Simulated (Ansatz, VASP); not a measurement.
**One calculation of MgO, two programs**

POSCAR

```
MgO
1.0
    0.0000000000      2.0970013927      2.0970013927
    2.0970013927      0.0000000000      2.0970013927
    2.0970013927      2.0970013927      0.0000000000
Mg O
1 1
Direct
    0.0000000000      0.0000000000      0.0000000000
    0.5000000000      0.5000000000      0.5000000000
```

INCAR.step1

```
PREC     = Accurate       # precision mode
ENCUT    = 600            # plane-wave cutoff, eV
EDIFF    = 1E-5           # SCF threshold, eV
ISMEAR   = -1             # smearing method
SIGMA    = 0.05           # smearing width, eV
LREAL    = False          # projectors in reciprocal space
LASPH    = True           # aspherical terms in the spheres
NELM     = 100            # most SCF steps
ALGO     = Normal         # electronic algorithm
LWAVE    = True           # write WAVECAR
LCHARG   = False          # write CHGCAR
GGA      = PE             # functional
NBANDS   = 11             # bands
```

File INCAR.step2:

```
PREC     = Accurate       # precision mode
ENCUT    = 600            # plane-wave cutoff, eV
EDIFF    = 1E-6           # SCF threshold, eV
ISMEAR   = -1             # smearing method
SIGMA    = 0.05           # smearing width, eV
LREAL    = False          # projectors in reciprocal space
LASPH    = True           # aspherical terms in the spheres
NELM     = 100            # most SCF steps
ALGO     = Normal         # electronic algorithm
ISIF     = 3              # what is computed and relaxed
LWAVE    = False          # write WAVECAR
LCHARG   = False          # write CHGCAR
GGA      = PE             # functional
LHFCALC  = True           # exact exchange
AEXX     = 0.25           # exact-exchange fraction
PRECFOCK = Normal       
IBRION   = 2              # ionic algorithm
NSW      = 60             # ionic steps
EDIFFG   = -0.01          # ionic threshold
ISTART   = 1
```

KPOINTS

```
Automatic mesh
0
Gamma
  6 6 6
```

Contents of input.yaml:

```yaml
crystal:
  lattice:
    - [0.0, 2.0970013927, 2.0970013927]
    - [2.0970013927, 0.0, 2.0970013927]
    - [2.0970013927, 2.0970013927, 0.0]
  atoms:
    - { symbol: Mg, position: [0.0, 0.0, 0.0] }
    - { symbol: O, position: [0.5, 0.5, 0.5] }
hamiltonian:
  xc: pbe0
  pseudopotentials: { kind: paw }
kpoints:
  mp_grid: { grid: [6, 6, 6] }
scf:
  occupations: { method: fermi_dirac, width: 0.05 }
output:
  forces: true
  stress: true
  write_density: true
  write_potential: true
  elf: true
  volumetric_format: npy
relax:
  f_tol: 0.01
  max_steps: 40
  cell: { stress_tol: 0.05 }
```

Alike in both runs: task relaxation of cell and atoms; functional PBE0; k mesh 6 × 6 × 6; occupations fermi-dirac, width 0.05 eV; no spin polarisation.

```csv
,VASP,Ansatz
version,VASP 6.6.1,Ansatz 0.2.0
potentials or method,"VASP PAW PBE potentials, release 64 (Mg, O)",Ansatz PAW
plane-wave cutoff (eV),600,420
valence electrons in the cell,8,16
```

|  | VASP | Ansatz | Ansatz less VASP |
| --- | --- | --- | --- |
| gap on the k mesh at the Fermi level, each at its own relaxed structure (eV) | 7.31 | 7.30 | -0.009 |
| relaxed volume (Å³/atom) | 9.25 | 9.27 | +0.028 |
| relaxed cell length with the largest relative difference (Å) | 2.968 | 2.971 | +0.0030 |

VASP's potentials hold 8 valence electrons a cell and Ansatz's 16, so a difference there can come from the potentials and not from the codes.

The k mesh is coarse, so the values compare programs but aren't converged. Noted on Ansatz's run: the plane-wave basis is chosen anew once the cell has moved, so the energies of steps on either side of that aren't comparable.
